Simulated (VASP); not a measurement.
Set up this calculation in VASP 6.6.1, as the native input.

| Quantity | Value |
| --- | --- |
| Task | single point |
| Functional | RPBE |
| Potentials or basis | VASP PAW PBE potentials, release 64 (Nb_sv) |
| Cutoff | 520 eV |
| k mesh | 21 × 21 × 21 |
| Occupations | fermi-dirac, width 0.1 eV |
| Spin | no spin polarisation |
| Dipole correction | no |
| Further INCAR settings | ALGO = Normal; EDIFF = 1e-06; NBANDS = 12 |

The structure of Nb lies in POSCAR:

```
Nb
1.0
    0.0000000000      2.0642402373      2.0642402373
    2.0642402373      0.0000000000      2.0642402373
    2.0642402373      2.0642402373      0.0000000000
Nb
1
Direct
    0.0000000000      0.0000000000      0.0000000000
```

This cell differs from its parent crystal: volume scaled by 0.92.

These files were run (other wordings do the same):

INCAR

```
PREC = Accurate ; ENCUT = 520
EDIFF = 1E-6 ; ISMEAR = -1
SIGMA = 0.1 ; LREAL = F
LASPH = T ; NELM = 80
ALGO = Normal ; ISIF = 2
LWAVE = F ; LCHARG = F
GGA = RP ; NBANDS = 12
```

KPOINTS

```
Automatic mesh
0
Gamma
  21 21 21
```

Potentials or basis: VASP PAW PBE potentials, release 64 (Nb_sv).

Command:

```console
$ cat potpaw_PBE.64/Nb_sv/POTCAR > POTCAR
$ mpirun -np 1 vasp_std > vasp.out
```

Results of the run:

- Pressure: 14.6 GPa

Caveat: the PAW data sets were made with another functional, which shifts forces and pressure a little.

It took 32 s on 1 thread of Intel Xeon 6975P-C (shared host), peak memory 0.18 GiB.
